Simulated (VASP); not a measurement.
Crystal: CdSe (rocksalt type).

```
Cd Se
1.0
     0.00000    2.68928    2.68928
     2.68928    0.00000    2.68928
     2.68928    2.68928    0.00000
Cd Se
1 1
Direct
  0.00000 0.00000 0.00000
  0.50000 0.50000 0.50000
```

| Item | Value |
| --- | --- |
| Program | VASP 6.6.1 |
| Task | relaxation of cell and atoms |
| Functional | r2SCAN |
| Potentials or basis | VASP PAW PBE potentials, release 64 (Cd, Se) |
| Cutoff | 600 eV |
| k mesh | 12 × 12 × 12 |
| Occupations | fermi-dirac, width 0.05 eV |
| Spin | no spin polarisation |

At the start: pressure 17.9 GPa; volume 19.45 Å³/atom.

Question: How do energy, volume and symmetry change on relaxing?

Answer: Over 18 steps the energy falls by 173.1 meV/atom and the volume is 23.09 Å³/atom (+18.7 %); space group Fm-3m (No. 225, to 0.05 Å).

Step by step:
```csv
step,energy change (eV),largest force (eV/Å),pressure (GPa),volume (Å³)
1,0.0000,0.0000,17.94,38.90
2,-0.1993,0.0000,-6.60,52.50
3,-0.3462,0.0000,-0.05,46.22
4,-0.3461,0.0000,0.19,46.07
5,-0.3461,0.0000,0.20,46.07
6,-0.3461,0.0000,0.18,46.07
7,-0.3461,0.0000,0.18,46.07
8,-0.3461,0.0000,0.18,46.08
9,-0.3461,0.0000,0.18,46.08
10,-0.3461,0.0000,0.18,46.08
11,-0.3461,0.0000,0.18,46.08
12,-0.3461,0.0000,0.19,46.08
13,-0.3461,0.0000,0.17,46.08
14,-0.3461,0.0000,0.15,46.09
15,-0.3461,0.0000,0.12,46.11
16,-0.3462,0.0000,0.06,46.15
17,-0.3462,0.0000,-0.05,46.22
18,-0.3462,0.0000,0.01,46.19
```

Final structure:
```xyz
2
Lattice="0.0000 2.8477 2.8477 2.8477 0.0000 2.8477 2.8477 2.8477 0.0000" Properties=species:S:1:pos:R:3 pbc="T T T"
Cd    0.0000    0.0000    0.0000
Se    2.8477    2.8477    2.8477
```

Caveat: the volume moved by over 15 % at a fixed basis, so the end points are rough; the PAW data sets were made with another functional, which shifts forces and pressure a little.
